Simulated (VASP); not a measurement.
# Rh (Fm-3m) in VASP: a series of runs, part 2 of 2

VASP 6.6.1. Earlier steps stand in the parts before.

## 3. Electric field gradients, PBE (volume scaled by 1.06)

Input file INCAR:

```
PREC = Accurate
ENCUT = 520
EDIFF = 1E-8
ISMEAR = -1
SIGMA = 0.03
LREAL = False
LASPH = True
NELM = 100
ALGO = Normal
ISIF = 2
LWAVE = False
LCHARG = False
GGA = PE
LEFG = True
NBANDS = 14
```

Input file KPOINTS:

```
regular mesh
0
Gamma
  16 16 16
```

Input file POSCAR:

```
Rh
1.0
    0.0000000000      1.9388447625      1.9388447625
    1.9388447625      0.0000000000      1.9388447625
    1.9388447625      1.9388447625      0.0000000000
Rh
1
Direct
    0.0000000000      0.0000000000      0.0000000000
```

Potentials or basis: VASP PAW PBE potentials, release 64 (Rh_pv).

Command:

```bash
$ cat potpaw_PBE.64/Rh_pv/POTCAR > POTCAR
$ mpirun -np 1 vasp_std > vasp.out
```

OUTCAR:

```text
PREC = Accurate
   ENCUT = 520
   EDIFF = 1E-8
   ISMEAR = -1
   LREAL = False
   LASPH = True
   NELM = 100
   ISIF = 2
   GGA = PE

 ion  position               nearest neighbor table
   1  0.000  0.000  0.000-

  LATTYP: Found a face centered cubic cell.
 ALAT       =     3.8776895250

  Lattice vectors:

 A1 = (   0.0000000000,   1.9388447625,   1.9388447625)
 A2 = (   1.9388447625,   0.0000000000,   1.9388447625)
 A3 = (   1.9388447625,   1.9388447625,   0.0000000000)

Analysis of symmetry for initial positions (statically):
=====================================================================
 Subroutine PRICEL returns:
 Original cell was already a primitive cell.

 Routine SETGRP: Setting up the symmetry group for a
 face centered cubic supercell.

 Subroutine GETGRP returns: Found 48 space group operations
 (whereof 48 operations were pure point group operations)
 out of a pool of 48 trial point group operations.

The static configuration has the point symmetry O_h .

Analysis of symmetry for dynamics (positions and initial velocities):
=====================================================================
 Subroutine PRICEL returns:
 Original cell was already a primitive cell.

 Routine SETGRP: Setting up the symmetry group for a
 face centered cubic supercell.

 Subroutine GETGRP returns: Found 48 space group operations
 (whereof 48 operations were pure point group operations)
 out of a pool of 48 trial point group operations.

The dynamic configuration has the point symmetry O_h .

 Subroutine INISYM returns: Found 48 space group operations
[... 153 lines left out ...]
      3     -35.4153      2.00000
      4       3.3293      2.00000
      5       8.0528      2.00000
      6       8.0528      2.00000
      7       8.0528      2.00000
      8       9.9535      2.00000
      9       9.9535      2.00000
     10      26.8815      0.00000
     11      31.5684      0.00000
     12      32.0140      0.00000
     13      32.0141      0.00000
     14      32.0141      0.00000
[... 377 lines left out ...]
      1     -35.4715      2.00000
      2     -35.4324      2.00000
      3     -35.4198      2.00000
      4       3.7197      2.00000
      5       7.8725      2.00000
      6       8.1871      2.00000
      7       8.2299      2.00000
      8       9.7868      2.00000
      9       9.9780      2.00000
     10      27.3930      0.00000
     11      30.3348      0.00000
     12      31.5700      0.00000
     13      31.9922      0.00000
     14      32.8147      0.00000

 [... further k-points ...]
[... 5 lines left out ...]
  --------------------------------------------------------------------------------------
  -------------------------------------------------------------------------------------
  Total       -0.7816968     -0.7816968     -0.7816968      0.0000000     -0.0000000      0.0000000
  in kB      -85.9191228    -85.9191228    -85.9191228      0.0000000     -0.0000000      0.0000000
  external PRESSURE =     -85.9191228 kB  Pullay stress =       0.0000000 kB

 VOLUME and BASIS-vectors are now :
 -----------------------------------------------------------------------------
  energy-cutoff  :      520.00
  volume of cell :       14.58
      direct lattice vectors                 reciprocal lattice vectors
     0.000000000  1.938844763  1.938844763    -0.257885525  0.257885525  0.257885525
     1.938844763  0.000000000  1.938844763     0.257885525 -0.257885525  0.257885525
     1.938844763  1.938844763  0.000000000     0.257885525  0.257885525 -0.257885525

 POSITION                                       TOTAL-FORCE (eV/Angst)
 -----------------------------------------------------------------------------------
      0.00000      0.00000      0.00000         0.000000      0.000000      0.000000
 -----------------------------------------------------------------------------------
    total drift:                                0.000000      0.000000      0.000000

  FREE ENERGIE OF THE ION-ELECTRON SYSTEM (eV)
  ---------------------------------------------------
  free  energy   TOTEN  =        -7.2456172149 eV

  energy  without entropy=       -7.2406433434  energy(sigma->0) =       -7.24313028

 Electric field gradients (V/A^2)
---------------------------------------------------------------------
 ion       V_xx      V_yy      V_zz      V_xy      V_xz      V_yz
---------------------------------------------------------------------
   1      -0.000    -0.000    -0.000    -0.001    -0.001    -0.001
---------------------------------------------------------------------

 Electric field gradients after diagonalization (V/A^2)
 (convention: |V_zz| > |V_xx| > |V_yy|)
----------------------------------------------------------------------
 ion       V_xx      V_yy      V_zz     asymmetry (V_yy - V_xx)/ V_zz
----------------------------------------------------------------------
   1       0.001     0.001    -0.001       0.000
----------------------------------------------------------------------

           NMR quadrupolar parameters

 Cq : quadrupolar parameter    Cq=e*Q*V_zz/h
 eta: asymmetry parameters     (V_yy - V_xx)/ V_zz
 Q  : nuclear electric quadrupole moment in mb (millibarn)
----------------------------------------------------------------------
 ion       Cq(MHz)       eta       Q (mb)
----------------------------------------------------------------------
   1      -0.000       0.000       1.000
----------------------------------------------------------------------
```

Run time: 22 s. Hardware: 1 thread of Intel Xeon Platinum 8259CL at 2.50GHz (Skylake/Cascade Lake), shared host; peak memory 0.14 GiB.

Results:

```yaml
Free_energy: -7.2456 eV
Pressure: -8.6 GPa
```

Caveat: the cell differs from its parent crystal (volume scaled by 1.06); without QUAD_EFG the Cq values of the log hold for a quadrupole moment of 1 mb, not for the nuclei.

## 4. Density of states, PBE

This run uses another cell than the first one, of 13.75 Å³/atom, 0.943 times its volume.

Input file POSCAR:

```
Rh
1.0
    0.0000000000      1.9015500000      1.9015500000
    1.9015500000      0.0000000000      1.9015500000
    1.9015500000      1.9015500000      0.0000000000
Rh
1
Direct
    0.0000000000      0.0000000000      0.0000000000
```

Input file INCAR.step1:

```
PREC = Accurate ; ENCUT = 520
EDIFF = 1E-6 ; ISMEAR = -1
SIGMA = 0.03 ; LREAL = F
LASPH = T ; NELM = 80
ALGO = Normal ; ISIF = 2
LWAVE = F ; LCHARG = T
LMAXMIX = 4 ; GGA = PE
NBANDS = 14
```

Input file KPOINTS.step1:

```
Automatic mesh
0
Gamma
  16 16 16
```

Input file INCAR.step2:

```
PREC = Accurate ; ENCUT = 520
EDIFF = 1E-6 ; ISMEAR = -5
SIGMA = 0.03 ; LREAL = F
LASPH = T ; NELM = 80
ALGO = Normal ; ISIF = 2
LWAVE = F ; LCHARG = F
LMAXMIX = 4 ; GGA = PE
LORBIT = 10 ; NBANDS = 14
NEDOS = 1001 ; ICHARG = 11
```

Input file KPOINTS.step2:

```
Automatic mesh
0
Gamma
  24 24 24
```

Potentials or basis: VASP PAW PBE potentials, release 64 (Rh_pv).

Command:

```bash
$ cat potpaw_PBE.64/Rh_pv/POTCAR > POTCAR
$ cp INCAR.step1 INCAR
$ cp KPOINTS.step1 KPOINTS
$ mpirun -np 1 vasp_std > vasp.out
$ cp INCAR.step2 INCAR
$ cp KPOINTS.step2 KPOINTS
$ mpirun -np 1 vasp_std > vasp.out
```

OUTCAR:

```text
PREC = Accurate
   ENCUT = 520
   EDIFF = 1E-6
   ISMEAR = -5
   LREAL = F
   LASPH = T
   NELM = 80
   ISIF = 2
   GGA = PE
   LORBIT = 10
   ICHARG = 11

 ion  position               nearest neighbor table
   1  0.000  0.000  0.000-

  LATTYP: Found a face centered cubic cell.
 ALAT       =     3.8031000000

  Lattice vectors:

 A1 = (   0.0000000000,   1.9015500000,   1.9015500000)
 A2 = (   1.9015500000,   0.0000000000,   1.9015500000)
 A3 = (   1.9015500000,   1.9015500000,   0.0000000000)

Analysis of symmetry for initial positions (statically):
=====================================================================
 Subroutine PRICEL returns:
 Original cell was already a primitive cell.

 Routine SETGRP: Setting up the symmetry group for a
 face centered cubic supercell.

 Subroutine GETGRP returns: Found 48 space group operations
 (whereof 48 operations were pure point group operations)
 out of a pool of 48 trial point group operations.

The static configuration has the point symmetry O_h .

Analysis of symmetry for dynamics (positions and initial velocities):
=====================================================================
 Subroutine PRICEL returns:
 Original cell was already a primitive cell.

 Routine SETGRP: Setting up the symmetry group for a
 face centered cubic supercell.

 Subroutine GETGRP returns: Found 48 space group operations
 (whereof 48 operations were pure point group operations)
 out of a pool of 48 trial point group operations.

The dynamic configuration has the point symmetry O_h .

 Subroutine INISYM returns: Found 48 space group operations
 (whereof 48 operations are pure point group operations),
 and found     1 'primitive' translations

----------------------------------------------------------------------------------------

                                     Primitive cell

[... 114 lines left out ...]
   LORBIT       =     10    0 simple, 1 ext, 2 COOP (PROOUT), +10 PAW based schemes
   GGA     = PE    functional components
   LHFCALC =     F    Hartree Fock is set to
   AEXX    =    0.0000 exact exchange contribution
   IVDW    =     0    specifies the selected vdW correction
   LEPSILON=     F    determine dielectric tensor
   LRPA    =     F    only Hartree local field effects (RPA)
 non-spin polarized calculation
 Fermi weights with tetrahedron method with Bloechl corrections
  energy-cutoff  :      520.00
  volume of cell :       13.75
 maximum number of plane-waves:       388

 number of electron      15.0000007 magnetization

 Free energy of the ion-electron system (eV)
  ---------------------------------------------------
  ext. energy  EPLUGINS =         0.00000000
  ---------------------------------------------------
  free energy    TOTEN  =        -7.25289666 eV

  energy without entropy =       -7.25289666  energy(sigma->0) =       -7.25289666

 E-fermi :  11.8999     XC(G=0): -14.0298

 val. band max:       12.0196903286   @ k =   0.3750   0.3750   0.0000
 cond. band min:      11.8753225608   @ k =   0.5000   0.3333   0.1250
 fundamental gap:     -0.1443677679
 Fermi energy:        11.8999199868

 k-point     1 :       0.0000    0.0000    0.0000
  band No.  band energies     occupation
      1     -34.4766      2.00000
      2     -34.4766      2.00000
      3     -34.4766      2.00000
      4       3.9428      2.00000
      5       8.8251      2.00000
      6       8.8251      2.00000
      7       8.8251      2.00000
      8      10.9106      2.00000
      9      10.9106      2.00000
     10      27.8964      0.00000
     11      32.4365      0.00000
     12      33.3563      0.00000
     13      33.3563      0.00000
     14      33.3563      0.00000
[... 377 lines left out ...]
      1     -35.1830      2.00000
      2     -34.5805      2.00000
      3     -34.5801      2.00000
      4       5.8657      2.00000
      5       8.7259      2.00000
      6       8.8343      2.00000
      7      11.4761      2.02676
      8      12.4343      0.00000
      9      13.0203      0.00000
     10      21.1271      0.00000
     11      27.6313      0.00000
     12      32.4364      0.00000
     13      33.1678      0.00000
     14      33.4520      0.00000

 [... further k-points ...]
[... 5 lines left out ...]
  --------------------------------------------------------------------------------------
  -------------------------------------------------------------------------------------
  Total        0.3637842      0.3637842      0.3637842      0.0000000      0.0000000     -0.0000000
  in kB       42.3839267     42.3839267     42.3839267      0.0000000      0.0000000     -0.0000000
  external PRESSURE =      42.3839267 kB  Pullay stress =       0.0000000 kB

 VOLUME and BASIS-vectors are now :
 -----------------------------------------------------------------------------
  energy-cutoff  :      520.00
  volume of cell :       13.75
      direct lattice vectors                 reciprocal lattice vectors
     0.000000000  1.901550000  1.901550000    -0.262943388  0.262943388  0.262943388
     1.901550000  0.000000000  1.901550000     0.262943388 -0.262943388  0.262943388
     1.901550000  1.901550000  0.000000000     0.262943388  0.262943388 -0.262943388

 POSITION                                       TOTAL-FORCE (eV/Angst)
 -----------------------------------------------------------------------------------
      0.00000      0.00000      0.00000        -0.000000      0.000000      0.000000
 -----------------------------------------------------------------------------------
    total drift:                               -0.000000     -0.000000      0.000000

  FREE ENERGIE OF THE ION-ELECTRON SYSTEM (eV)
  ---------------------------------------------------
  free  energy   TOTEN  =        -7.2528966554 eV

  energy  without entropy=       -7.2528966554  energy(sigma->0) =       -7.25289666

 total charge

# of ion       s       p       d       tot
------------------------------------------
    1        0.413   6.302   7.071  13.786
```

OUTCAR.step1:

```text
PREC = Accurate
   ENCUT = 520
   EDIFF = 1E-6
   ISMEAR = -1
   LREAL = F
[... 623 lines left out ...]

 POSITION                                       TOTAL-FORCE (eV/Angst)
 -----------------------------------------------------------------------------------
      0.00000      0.00000      0.00000         0.000000      0.000000      0.000000
 -----------------------------------------------------------------------------------
    total drift:                                0.000000     -0.000000      0.000000

  FREE ENERGIE OF THE ION-ELECTRON SYSTEM (eV)
  ---------------------------------------------------
  free  energy   TOTEN  =        -7.2544581956 eV

  energy  without entropy=       -7.2498828581  energy(sigma->0) =       -7.25217053
```

Wall time 51 s (1 thread of Intel Xeon Platinum 8259CL at 2.50GHz (Skylake/Cascade Lake), shared host); peak memory 0.18 GiB.

What came out:

| Quantity | Value |
| --- | --- |
| Valence electrons inside the program's atomic spheres | Rh 13.79 |

Caveat: tetrahedron occupations give inexact forces and stress in metals.
